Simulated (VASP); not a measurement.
Here is a VASP 6.6.1 calculation.

INCAR

```
ALGO = Fast
EDIFF = 1E-7
ENCUT = 520
GGA = PE
ISIF = 2
ISMEAR = 0
LASPH = True
LCHARG = False
LREAL = False
LWAVE = False
NBANDS = 39
NELM = 100
PREC = Accurate
SIGMA = 0.1
```

File KPOINTS:

```
k-points
0
Gamma
  12 12 10
```

File POSCAR:

```
Cu3B5Pt
1.0
    5.2362769589      0.0000000000      0.0000000000
   -2.6181384794      4.5347488676      0.0000000000
    0.0000000000      0.0000000000      3.5808276840
Cu B Pt
3 5 1
Direct
    0.5135995315      0.0000000000      0.5000000000
    0.4864004685      0.4864004685      0.5000000000
    0.0000000000      0.5135995315      0.5000000000
    0.3112464891      0.0000000000      0.0000000000
    0.0000000000      0.3112464891      0.0000000000
    0.6666666667      0.3333333333      0.0000000000
    0.3333333333      0.6666666667      0.0000000000
    0.6887535109      0.6887535109      0.0000000000
    0.0000000000      0.0000000000      0.5000000000
```

Potentials or basis: VASP PAW PBE potentials, release 64 (Cu, B, Pt).

The run is started by

```bash
$ cat potpaw_PBE.64/Cu/POTCAR potpaw_PBE.64/B/POTCAR potpaw_PBE.64/Pt/POTCAR > POTCAR
$ mpirun -np 1 vasp_std > vasp.out
```

Q: Estimate the largest force.

A: 0.029 eV/Å.

Q: Estimate the band gap on the k mesh.

A: Zero (bands 29 and 30 overlap by 2.71 eV).

Stress tensor (GPa, compression positive):
```
0.12 0.00 0.00
0.00 0.12 0.00
0.00 0.00 0.36
```

Caveat: spin-orbit coupling is left out, which moves the levels of the heavy elements.
